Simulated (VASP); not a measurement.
Runs of VASP 6.6.1 on HfTi. The structure is that of space group P-6m2 (No. 187), or close to it. The cells are those of the table. 

```csv
cell,further INCAR settings,gap on the mesh (eV),pressure (GPa)
"a = 3.132, b = 3.132, c = 4.829 Å, angles 90.0, 90.0, 120.0°, 2 atoms",ALGO = Fast; EDIFF = 1e-06; NBANDS = 18,none,(a)
"a = 3.024, b = 3.024, c = 4.829 Å, angles 90.0, 90.0, 120.0°, 2 atoms",ALGO = Fast; EDIFF = 1e-07; NBANDS = 18,none,-3.4
"a = 3.055, b = 3.055, c = 4.829 Å, angles 90.0, 90.0, 120.0°, 2 atoms",ALGO = Fast; EDIFF = 1e-06; NBANDS = 18,none,-5.5
"a = 3.102, b = 3.102, c = 4.829 Å, angles 90.0, 90.0, 120.0°, 2 atoms",ALGO = Fast; EDIFF = 1e-07; NBANDS = 18,none,-8.3
```

Alike in all rows: task single point; level LDA; potentials or basis VASP PAW LDA potentials, release 64 (Hf_pv, Ti_sv); no spin polarisation; k mesh 18 × 18 × 10; cutoff (eV) 520; smearing gaussian 0.15 eV.

Problem. Fill in the values left out.

Solution. (a) -10.0.

Caveats: spin-orbit coupling is left out, which moves the levels of the heavy elements.

A k mesh can miss the band edges, and the runs leave out spin-orbit coupling on Hf.

A gap of «none» marks levels without a gap at the run's occupations.
